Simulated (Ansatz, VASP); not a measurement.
## Ba3B2 in VASP and in Ansatz

```
CELL_PARAMETERS angstrom
4.74936 0.00000 0.00000
0.00000 4.74936 0.00000
0.00000 0.00000 4.74936
ATOMIC_POSITIONS crystal
Ba 0.50000 0.00000 0.00000
Ba 0.00000 0.50000 0.00000
Ba 0.00000 0.00000 0.50000
B 0.00000 0.00000 0.00000
B 0.50000 0.50000 0.50000
```

Alike in both runs: task single point; functional PBE; k mesh 4 × 4 × 4; occupations gaussian, width 0.1 eV; no spin polarisation.

|  | VASP | Ansatz |
| --- | --- | --- |
| version | VASP 6.6.1 | Ansatz 0.2.0 |
| potentials or method | VASP PAW PBE potentials, release 64 (Ba_sv, B), cutoff 520 eV | scalar-relativistic, plane waves, PAW |
| valence electrons in the cell | 36 | 36 |

|  | VASP | Ansatz | Ansatz less VASP |
| --- | --- | --- | --- |
| gap on the k mesh at the Fermi level (eV) | none | none | - |
| pressure (GPa) | 27.1 | 24.2 | -2.98 |

A gap of «none» marks a metal or a gap that the smearing closes.

Neither program's run includes spin-orbit coupling.
